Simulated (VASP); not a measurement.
Crystal: SnTe.

```
CELL_PARAMETERS angstrom
0.00000 3.53743 3.53743
3.53743 0.00000 3.53743
3.53743 3.53743 0.00000
ATOMIC_POSITIONS crystal
Te 0.25000 0.25000 0.25000
Sn 0.00000 0.00000 0.00000
```

Base run:

* Program: VASP 6.6.1
* Functional: HSE06
* Potentials or basis: VASP PAW PBE potentials, release 64 (Te, Sn_d)
* Cutoff: 520 eV
* k mesh: 4 × 4 × 4
* Occupations: fermi-dirac, width 0.05 eV
* Spin: no spin polarisation

Its results: band gap on the k mesh 0.13 eV (least direct gap 1.04 eV); pressure 0.7 GPa.

Problem. The run is repeated on the same cell with these changes: functional from HSE06 to r2SCAN; k mesh from 4 × 4 × 4 to 7 × 7 × 7. What comes out?

Solution. Band gap on the k mesh 0.24 eV (least direct gap 0.85 eV); pressure 1.1 GPa.

Several settings changed at once.

Caveats: the PAW data sets were made with another functional, which shifts forces and pressure a little; spin-orbit coupling is left out, which moves the levels of the heavy elements; an odd mesh through Γ misses points on the zone boundary, where band edges can lie (at least some runs).
